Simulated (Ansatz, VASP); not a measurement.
Given: the input of a run of VASP 6.6.1 on Rh.

POSCAR

```
Rh
1.0
    0.0000000000      1.8722002341      1.8722002341
    1.8722002341      0.0000000000      1.8722002341
    1.8722002341      1.8722002341      0.0000000000
Rh
1
Direct
    0.0000000000      0.0000000000      0.0000000000
```

INCAR.step1

```
SYSTEM = Rh
ALGO     = Normal         ! electronic algorithm
EDIFF    = 1E-5           ! SCF threshold, eV
ENCUT    = 580            ! plane-wave cutoff, eV
GGA      = PE             ! functional
GGA_COMPAT= .False.      
ISMEAR   = -1             ! smearing method
LASPH    = .True.         ! aspherical terms in the spheres
LCHARG   = .False.        ! write CHGCAR
LREAL    = .False.        ! projectors in reciprocal space
LWAVE    = .True.         ! write WAVECAR
NBANDS   = 14             ! bands
NELM     = 120            ! most SCF steps
PREC     = Accurate       ! precision mode
SIGMA    = 0.05           ! smearing width, eV
```

Contents of INCAR.step2:

```
SYSTEM = Rh
ALGO     = Normal         ! electronic algorithm
EDIFF    = 1E-6           ! SCF threshold, eV
ENCUT    = 580            ! plane-wave cutoff, eV
GGA_COMPAT= .False.      
ISIF     = 2              ! what is computed and relaxed
ISMEAR   = -1             ! smearing method
ISTART   = 1            
LASPH    = .True.         ! aspherical terms in the spheres
LCHARG   = .False.        ! write CHGCAR
LMIXTAU  = .True.       
LREAL    = .False.        ! projectors in reciprocal space
LWAVE    = .False.        ! write WAVECAR
METAGGA  = R2SCAN         ! meta-GGA
NBANDS   = 14             ! bands
NELM     = 120            ! most SCF steps
PREC     = Accurate       ! precision mode
SIGMA    = 0.05           ! smearing width, eV
```

File KPOINTS:

```
k-points
0
Gamma
  12 12 12
  0 0 0
```

Potentials or basis: VASP PAW PBE potentials, release 64 (Rh_sv_GW).

The run is started by

```sh
$ cat potpaw_PBE.64/Rh_sv_GW/POTCAR > POTCAR
$ cp INCAR.step1 INCAR
$ mpirun -np 1 vasp_std > vasp.out
$ cp INCAR.step2 INCAR
$ mpirun -np 1 vasp_std > vasp.out
```

Problem. Translate it to Ansatz 0.2.0. Potentials there: Ansatz PAW.

Solution. As run (the cutoff follows the program's own potentials):

Contents of input.yaml:

```yaml
crystal:
  lattice:
    - [0.0, 1.8722002341, 1.8722002341]
    - [1.8722002341, 0.0, 1.8722002341]
    - [1.8722002341, 1.8722002341, 0.0]
  atoms:
    - { symbol: Rh, position: [0.0, 0.0, 0.0] }
hamiltonian:
  xc: r2scan
  pseudopotentials: { kind: paw }
kpoints:
  mp_grid: { grid: [12, 12, 12] }
scf:
  occupations: { method: fermi_dirac, width: 0.05 }
output:
  forces: true
  stress: true
  eigenvalues: true
```

Potentials or basis: Ansatz PAW.

Launch:

```sh
$ ansatz run input.yaml --threads 2 --pin off --max-ram 5632MiB --backend cpu --events-out ev --progress --plain --runs-dir out
```

Both were run:

|  | VASP | Ansatz | Ansatz less VASP |
| --- | --- | --- | --- |
| gap on the k mesh at the Fermi level (eV) | none | none | - |
| pressure (GPa) | 12.2 | 13.8 | +1.61 |

VASP's potentials were made for PBE, not for r2SCAN. A gap of «none» marks a metal or a gap that the smearing closes. The functional is the same, so the differences come from potentials, cutoffs and numerics.
